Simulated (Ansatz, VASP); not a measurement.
# One calculation of V, two programs

INCAR

```
SYSTEM = V
  PREC = Accurate
  ENCUT = 600
  EDIFF = 1E-6
  ISMEAR = -1
  SIGMA = 0.08
  LREAL = .FALSE.
  LASPH = .TRUE.
  NELM = 80
  ALGO = Normal
  ISIF = 3
  LWAVE = .FALSE.
  LCHARG = .FALSE.
  GGA = PS
  IBRION = 2
  NSW = 60
  EDIFFG = -0.005
```

File KPOINTS:

```
Automatic mesh
0
G
  14 14 14
  0 0 0
```

File POSCAR:

```
V
1.0
    0.0000000000      2.5305582878      2.5305582878
    2.5305582878      0.0000000000      2.5305582878
    2.5305582878      2.5305582878      0.0000000000
V
2
Direct
   -0.1250000000     -0.1250000000     -0.1250000000
    0.1250000000      0.1250000000      0.1250000000
```

Input for Ansatz:

```yaml
crystal:
  lattice:
    - [0.0, 2.5305582878, 2.5305582878]
    - [2.5305582878, 0.0, 2.5305582878]
    - [2.5305582878, 2.5305582878, 0.0]
  atoms:
    - { symbol: V, position: [-0.125, -0.125, -0.125] }
    - { symbol: V, position: [0.125, 0.125, 0.125] }
kpoints:
  mp_grid: { grid: [14, 14, 14] }
scf:
  occupations: { method: fermi_dirac, width: 0.08 }
hamiltonian:
  xc: pbesol
  pseudopotentials: { kind: paw }
output:
  forces: true
  stress: true
relax:
  f_tol: 0.005
  max_steps: 40
  cell: {}
```

Alike in both runs: task relaxation of cell and atoms; functional PBEsol; k mesh 14 × 14 × 14; occupations fermi-dirac, width 0.08 eV; no spin polarisation.

```csv
,VASP,Ansatz
version,VASP 6.6.1,Ansatz 0.2.0
potentials or method,"VASP PAW PBE potentials, release 64 (V_sv)","PAW with Ansatz's default frozen-core files, scalar-relativistic"
plane-wave cutoff (eV),600,420
valence electrons in the cell,26,26
```

|  | VASP | Ansatz | Ansatz less VASP |
| --- | --- | --- | --- |
| relaxed volume (Å³/atom) | 17.63 | 17.48 | -0.150 |
| relaxed length of the cell vector where the two differ most in proportion (Å) | 3.680 | 3.670 | -0.0104 |

VASP's potentials were made for PBE, not for PBEsol.
